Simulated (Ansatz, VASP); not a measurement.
# BP in VASP and in Ansatz

```xyz
2
Lattice="0.0000 2.2734 2.3083 2.2734 0.0000 2.3083 2.2734 2.2734 0.0000" Properties=species:S:1:pos:R:3 pbc="T T T"
B     0.0000    0.0000    0.0000
P     1.1367    1.1367    1.1541
```

Change from the starting cell: strained cell.

Alike in both runs: task relaxation of the atoms; functional PBE; k mesh 8 × 8 × 8; occupations gaussian, width 0.02 eV; no spin polarisation.

|  | VASP | Ansatz |
| --- | --- | --- |
| version | VASP 6.6.1 | Ansatz 0.2.0 |
| potentials or method | VASP PAW PBE potentials, release 64 (B, P), cutoff 450 eV | scalar-relativistic, plane waves, PAW |
| valence electrons in the cell | 8 | 8 |

```csv
,VASP,Ansatz,Ansatz less VASP
"gap on the k mesh at the Fermi level, each at its own relaxed structure (eV)",1.18,1.18,+0.004
```

Ansatz's warnings: stress scf threshold loose.

Noted on VASP's run: the relaxation stopped at its first step, so nothing moved.
